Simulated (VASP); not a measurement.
# Zr2TeSe (Pmmm) in VASP: notebook, part 3 of 3

VASP 6.6.1. Earlier steps stand in the parts before.

## Step 5: Single point, PBE

This run uses another cell than the first one, of 29.11 Å³/atom, 1.139 times its volume.

Input file INCAR:

```
SYSTEM = Zr2TeSe
ALGO = Normal ; EDIFF = 1E-7
ENCUT = 520 ; GGA = PE
ISIF = 2 ; ISMEAR = 0
LASPH = .TRUE. ; LCHARG = .TRUE.
LELF = .TRUE. ; LREAL = .FALSE.
LVHAR = .TRUE. ; LWAVE = .FALSE.
NBANDS = 26 ; NELM = 60
PREC = Accurate ; SIGMA = 0.1
```

Input file KPOINTS:

```
k-points
0
G
  12 12 8
  0 0 0
```

Input file POSCAR:

```
Zr2TeSe
1.0
    3.9873973940      0.0000000000      0.0000000000
    0.0000000000      4.0711409237      0.0000000000
    0.0000000000      0.0000000000      7.1727430048
Zr Te Se
2 1 1
Direct
    0.5000000000      0.0000000000      0.7678273437
    0.5000000000      0.0000000000      0.2321726563
    0.5000000000      0.5000000000      0.5000000000
    0.0000000000      0.0000000000      0.0000000000
```

Potentials or basis: VASP PAW PBE potentials, release 64 (Zr_sv, Te, Se).

On the command line:

```bash
$ cat potpaw_PBE.64/Zr_sv/POTCAR potpaw_PBE.64/Te/POTCAR potpaw_PBE.64/Se/POTCAR > POTCAR
$ mpirun -np 1 vasp_std > vasp.out
```

OUTCAR:

```text
SYSTEM = Zr2TeSe
   EDIFF = 1E-7
   ENCUT = 520
   GGA = PE
   ISIF = 2
   ISMEAR = 0
   LASPH = .TRUE.
   LREAL = .FALSE.
   NELM = 60
   PREC = Accurate

 ion  position               nearest neighbor table
   1  0.500  0.000  0.768-   4 2.60   4 2.60   3 2.80   3 2.80   2 3.33   2 3.84
   2  0.500  0.000  0.232-   4 2.60   4 2.60   3 2.80   3 2.80   1 3.33   1 3.84
   3  0.500  0.500  0.500-   1 2.80   2 2.80   1 2.80   2 2.80
   4  0.000  0.000  0.000-   1 2.60   2 2.60   1 2.60   2 2.60

  LATTYP: Found a simple orthorhombic cell.
 ALAT       =     3.9873973940
 B/A-ratio  =     1.0210020526
 C/A-ratio  =     1.7988533111

  Lattice vectors:

 A1 = (   3.9873973940,   0.0000000000,   0.0000000000)
 A2 = (   0.0000000000,   4.0711409237,   0.0000000000)
 A3 = (   0.0000000000,   0.0000000000,   7.1727430048)

Analysis of symmetry for initial positions (statically):
=====================================================================
 Subroutine PRICEL returns:
 Original cell was already a primitive cell.

 Routine SETGRP: Setting up the symmetry group for a
 simple orthorhombic supercell.

 Subroutine GETGRP returns: Found  8 space group operations
 (whereof  8 operations were pure point group operations)
 out of a pool of  8 trial point group operations.

The static configuration has the point symmetry D_2h.

Analysis of symmetry for dynamics (positions and initial velocities):
=====================================================================
 Subroutine PRICEL returns:
 Original cell was already a primitive cell.

 Routine SETGRP: Setting up the symmetry group for a
 simple orthorhombic supercell.

 Subroutine GETGRP returns: Found  8 space group operations
 (whereof  8 operations were pure point group operations)
 out of a pool of  8 trial point group operations.

The dynamic configuration has the point symmetry D_2h.

 Subroutine INISYM returns: Found  8 space group operations
 (whereof  8 operations are pure point group operations),
[... 119 lines left out ...]
     AMIX     =   0.40;   BMIX     =  1.00
     AMIX_MAG =   1.60;   BMIX_MAG =  1.00
  volume/ion in A,a.u.               =      29.11       196.44
  Fermi-wavevector in a.u.,A,eV,Ry     =   1.106994  2.091916 16.673072  1.225436
  Thomas-Fermi vector in A             =   2.243503
   LORBIT       =      0    0 simple, 1 ext, 2 COOP (PROOUT), +10 PAW based schemes
   GGA     = PE    functional components
   LHFCALC =     F    Hartree Fock is set to
   AEXX    =    0.0000 exact exchange contribution
   IVDW    =     0    specifies the selected vdW correction
   LEPSILON=     F    determine dielectric tensor
   LRPA    =     F    only Hartree local field effects (RPA)
 non-spin polarized calculation
 Gauss-broadening in eV      SIGMA  =   0.10
  energy-cutoff  :      520.00
  volume of cell :      116.44
 maximum number of plane-waves:      3168
 NGX is ok and might be reduce to    30
   NGX = 15   NGY = 15   NGZ = 27

 number of electron      35.9999999 magnetization

 Free energy of the ion-electron system (eV)
  ---------------------------------------------------
  ext. energy  EPLUGINS =         0.00000000
  ---------------------------------------------------
  free energy    TOTEN  =       -25.73265019 eV

  energy without entropy =      -25.71925013  energy(sigma->0) =      -25.72595016

 E-fermi :   6.3615     XC(G=0):  -9.4496

 val. band max:        6.3609846270   @ k =   0.3333   0.4167   0.5000
 cond. band min:       6.3634775218   @ k =   0.3333   0.5000   0.5000
 fundamental gap:      0.0024928948
 Fermi energy:         6.3614879164

 k-point     1 :       0.0000    0.0000    0.0000
  band No.  band energies     occupation
      1     -43.3845      2.00000
      2     -43.3660      2.00000
      3     -21.5828      2.00000
      4     -21.4738      2.00000
      5     -21.4606      2.00000
      6     -21.4311      2.00000
[... 685 lines left out ...]
     25       9.0091      0.00000
     26      10.1462      0.00000

 [... further k-points ...]

------------------------ aborting loop because EDIFF is reached ----------------------------------------

  FORCE on cell =-STRESS in cart. coord.  units (eV):
  Direction    XX          YY          ZZ          XY          YZ          ZX
  --------------------------------------------------------------------------------------
  -------------------------------------------------------------------------------------
  Total        0.0688124      0.0104408      0.0624183     -0.0000000      0.0000000      0.0000000
  in kB        0.9468608      0.1436663      0.8588779     -0.0000000      0.0000000      0.0000000
  external PRESSURE =       0.6498017 kB  Pullay stress =       0.0000000 kB

 VOLUME and BASIS-vectors are now :
 -----------------------------------------------------------------------------
  energy-cutoff  :      520.00
  volume of cell :      116.44
      direct lattice vectors                 reciprocal lattice vectors
     3.987397394  0.000000000  0.000000000     0.250790152  0.000000000  0.000000000
     0.000000000  4.071140924  0.000000000     0.000000000  0.245631389  0.000000000
     0.000000000  0.000000000  7.172743005     0.000000000  0.000000000  0.139416678

 POSITION                                       TOTAL-FORCE (eV/Angst)
 -----------------------------------------------------------------------------------
      1.99370      0.00000      5.50743         0.000000      0.000000     -0.012139
      1.99370      0.00000      1.66531         0.000000      0.000000      0.012139
      1.99370      2.03557      3.58637         0.000000      0.000000     -0.000000
      0.00000      0.00000      0.00000         0.000000      0.000000     -0.000000
 -----------------------------------------------------------------------------------
    total drift:                                0.000000     -0.000000      0.000000

  FREE ENERGIE OF THE ION-ELECTRON SYSTEM (eV)
  ---------------------------------------------------
  free  energy   TOTEN  =       -25.7326501930 eV

  energy  without entropy=      -25.7192501314  energy(sigma->0) =      -25.72595016
```

OSZICAR:

```text
N       E                     dE             d eps       ncg     rms          rms(c)
DAV:   1     0.290282930185E+03    0.29028E+03   -0.17440E+04 12748   0.126E+03
DAV:   2    -0.355903517502E+01   -0.29384E+03   -0.28670E+03 15362   0.334E+02
DAV:   3    -0.254285128920E+02   -0.21869E+02   -0.21656E+02 21312   0.734E+01
DAV:   4    -0.270772802548E+02   -0.16488E+01   -0.16430E+01 18712   0.171E+01
DAV:   5    -0.271443047325E+02   -0.67024E-01   -0.67015E-01 18832   0.270E+00    0.157E+01
DAV:   6    -0.257911848094E+02    0.13531E+01   -0.37200E+00 14910   0.962E+00    0.644E+00
DAV:   7    -0.257411239953E+02    0.50061E-01   -0.62531E-01 20854   0.344E+00    0.219E+00
DAV:   8    -0.257340428223E+02    0.70812E-02   -0.74992E-02 15516   0.152E+00    0.339E-01
DAV:   9    -0.257324442996E+02    0.15985E-02   -0.11914E-02 15378   0.580E-01    0.153E-01
DAV:  10    -0.257326145883E+02   -0.17029E-03   -0.95068E-04 19164   0.203E-01    0.522E-02
DAV:  11    -0.257326536751E+02   -0.39087E-04   -0.10597E-04 18400   0.610E-02    0.274E-02
DAV:  12    -0.257326506303E+02    0.30448E-05   -0.18331E-05 16264   0.263E-02    0.385E-03
DAV:  13    -0.257326501757E+02    0.45467E-06   -0.93544E-07 18788   0.550E-03    0.144E-03
DAV:  14    -0.257326501930E+02   -0.17305E-07   -0.13871E-07 11934   0.196E-03
   1 F= -.25732650E+02 E0= -.25725950E+02  d E =-.134001E-01
```

stdout:

```text
POSCAR found type information on POSCAR ZrTeSe
 POSCAR found :  3 types and       4 ions
 scaLAPACK will be used
 LDA part: xc-table for (Slater+PW92), standard interpolation
 POSCAR, INCAR and KPOINTS ok, starting setup
 FFT: planning ... GRIDC
 FFT: planning ... GRID_SOFT
 FFT: planning ... GRID
 WAVECAR not read
 entering main loop
```

Wall time 15 min (1 thread of Intel Xeon 6975P-C, shared host); peak memory 0.79 GiB.

Results:

* Free energy: -25.7327 eV
* Pressure: 0.1 GPa
* Largest force: 0.012 eV/Å
* Band gap on the k mesh: zero (band 18 reaches 7.08 eV, above the bottom of band 19 at 5.59 eV)

Forces in eV/Å, atoms in the order of the input:
```
Zr   0.000  0.000 -0.012
Zr   0.000  0.000  0.012
Te   0.000  0.000  0.000
Se   0.000  0.000  0.000
```

Levels at points of the mesh, in eV from the Fermi level:
```
           k point  band 16  band 17  band 18  band 19  band 20  band 21
(0.00, 0.00, 0.00)    -1.86    -1.61    -1.32     0.77     0.99     1.04
(0.50, 0.00, 0.00)    -2.99    -1.11     0.48     0.56     0.88     1.09
(0.00, 0.50, 0.00)    -1.78    -1.12     0.67     1.11     1.17     1.25
(0.50, 0.50, 0.00)    -3.15    -0.98    -0.82    -0.77     1.44     1.49
(0.00, 0.00, 0.50)    -1.95    -1.30    -1.07     0.88     1.09     1.12
(0.50, 0.00, 0.50)    -2.98    -0.73     0.00     0.21     0.28     1.09
(0.00, 0.50, 0.50)    -1.71    -1.04     0.27     0.49     1.08     1.55
(0.50, 0.50, 0.50)    -3.73    -0.67    -0.66     0.78     1.02     1.06
```

Caveat: spin-orbit coupling is left out, which moves the levels of the heavy elements.

## Step 6: Summary

| task | cell | k mesh | cutoff (eV) | gap on the mesh (eV) | pressure (GPa) | largest force (eV/Å) |
| --- | --- | --- | --- | --- | --- | --- |
| single point | a = 3.795, b = 3.995, c = 6.746 Å, 4 atoms | 4 × 4 × 4 | 520 | none | 16.6 | 3.80 |
| single point | a = 4.130, b = 4.000, c = 7.097 Å, 4 atoms | 4 × 4 × 4 | 520 | none | 0.0 | 0.02 |
| relaxation of cell and atoms | relaxed from a = 3.795, b = 3.995, c = 6.746 Å, 4 atoms | 4 × 4 × 4 | 600 | none | -0.1 | 0.01 |
| single point | a = 3.987, b = 4.071, c = 7.173 Å, 4 atoms | 12 × 12 × 8 | 520 | none | 0.1 | 0.01 |

Alike in all rows: level PBE; potentials or basis VASP PAW PBE potentials, release 64 (Zr_sv, Te, Se); no spin polarisation; smearing gaussian 0.1 eV.

Caveats: some runs use coarse meshes; spin-orbit coupling is left out, which moves the levels of the heavy elements; forces of over 1 eV/Å act on the atoms, so gaps and moduli don't describe the material at rest (some runs).

Total energies depend on the potentials used, so only differences within one code and one set of settings carry meaning.
